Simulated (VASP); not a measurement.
Cd2O:

```
CELL_PARAMETERS angstrom
3.29108 0.00000 0.00000
0.00000 3.29108 0.00000
0.00000 0.00000 9.73791
ATOMIC_POSITIONS crystal
Cd 0.00000 0.50000 0.15126
Cd 0.00000 0.50000 0.65126
Cd 0.50000 0.00000 0.34874
Cd 0.50000 0.00000 0.84874
O 0.00000 0.00000 0.00000
O 0.50000 0.50000 0.50000
```

| Item | Value |
| --- | --- |
| Program | VASP 6.6.1 |
| Task | relaxation of cell and atoms |
| Functional | r2SCAN |
| Potentials or basis | VASP PAW PBE potentials, release 64 (Cd, O) |
| Cutoff | 600 eV |
| k mesh | 6 × 6 × 2 |
| Occupations | gaussian, width 0.1 eV |
| Spin | no spin polarisation |

At the start: pressure 1.4 GPa; volume 17.58 Å³/atom.

Task: Where does the relaxation end?

Result: Over 6 steps the energy falls by 3.3 meV/atom and the volume is 17.92 Å³/atom (+2.0 %); space group P4_2/nmc (No. 137, to 0.05 Å).

The path:
```csv
step,energy change (eV),largest force (eV/Å),pressure (GPa),volume (Å³)
1,0.0000,0.0501,1.45,105.47
2,-0.0107,0.1822,-0.74,107.92
3,-0.0115,0.1553,-0.30,107.40
4,-0.0169,0.0782,-0.21,107.45
5,-0.0198,0.0400,-0.06,107.53
6,-0.0198,0.0361,-0.07,107.53
```

Final structure:
```cif
data_structure
_symmetry_space_group_name_H-M 'P 1'
_symmetry_Int_Tables_number 1
_cell_length_a 3.2884
_cell_length_b 3.2884
_cell_length_c 9.9442
_cell_angle_alpha 90.000
_cell_angle_beta 90.000
_cell_angle_gamma 90.000
_cell_volume 107.53
loop_
_atom_site_label
_atom_site_type_symbol
_atom_site_fract_x
_atom_site_fract_y
_atom_site_fract_z
_atom_site_occupancy
Cd1 Cd 0.00000 0.50000 0.14917 1
Cd2 Cd 0.00000 0.50000 0.64917 1
Cd3 Cd 0.50000 0.00000 0.35083 1
Cd4 Cd 0.50000 0.00000 0.85083 1
O1 O 0.00000 0.00000 0.00000 1
O2 O 0.50000 0.50000 0.50000 1
```

Caveat: the PAW data sets were made with another functional, which shifts forces and pressure a little.
